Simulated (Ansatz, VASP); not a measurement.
Two plane-wave programs on B

```
B
1.0
     1.72576    0.00000    0.00000
    -0.86288    1.49455    0.00000
     0.00000    0.00000    3.53782
B
1
Direct
  0.00000 0.00000 0.00000
```

Alike in both runs: task single point; functional PBE; dispersion D3(BJ); k mesh 36 × 36 × 14; occupations gaussian, width 0.15 eV; no spin polarisation.

|  | VASP | Ansatz |
| --- | --- | --- |
| version | VASP 6.6.1 | Ansatz 0.2.0 |
| potentials or method | VASP PAW PBE potentials, release 64 (B), cutoff 500 eV | scalar-relativistic, plane waves, PAW |
| valence electrons in the cell | 3 | 3 |

|  | VASP | Ansatz | Ansatz less VASP |
| --- | --- | --- | --- |
| gap on the k mesh at the Fermi level (eV) | none | none | - |
| pressure (GPa) | -6.9 | -6.9 | +0.05 |
| traceless stress, the component that is largest in VASP (GPa) | 5.59 | 5.59 | +0.002 |

A gap of «none» marks a metal or a gap that the smearing closes.
